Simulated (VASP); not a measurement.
A run of VASP 6.6.1:

Contents of INCAR:

```
SYSTEM = SnTe
PREC = Accurate
ENCUT = 600
EDIFF = 1E-6
ISMEAR = -1
SIGMA = 0.05
LREAL = .FALSE.
LASPH = .TRUE.
NELM = 100
ALGO = Normal
ISIF = 3
LWAVE = .FALSE.
LCHARG = .FALSE.
IBRION = 2
NSW = 60
EDIFFG = -0.01
```

KPOINTS

```
Automatic mesh
0
G
  7 7 7
  0 0 0
```

File POSCAR:

```
SnTe
1.0
    0.0000000000      3.1508500000      3.1508500000
    3.1508500000      0.0000000000      3.1508500000
    3.1508500000      3.1508500000      0.0000000000
Te Sn
1 1
Direct
    0.5000000000      0.5000000000      0.5000000000
    0.0000000000      0.0000000000      0.0000000000
```

Potentials or basis: VASP PAW LDA potentials, release 64 (Te, Sn_d).

Run with:

```sh
$ cat potpaw_LDA.64/Te/POTCAR potpaw_LDA.64/Sn_d/POTCAR > POTCAR
$ mpirun -np 1 vasp_std > vasp.out
```

Hardware: 1 thread of Intel(R) Xeon(R) 6975P-C (Granite Rapids), with other jobs on the host.

Task: How long does it take, and how much memory?

Result: Run time: 18 s on 1 thread of Intel(R) Xeon(R) 6975P-C (Granite Rapids), on a shared host, peak memory 0.18 GiB. Counts: scf iterations 27, k points 20, ion steps 3.
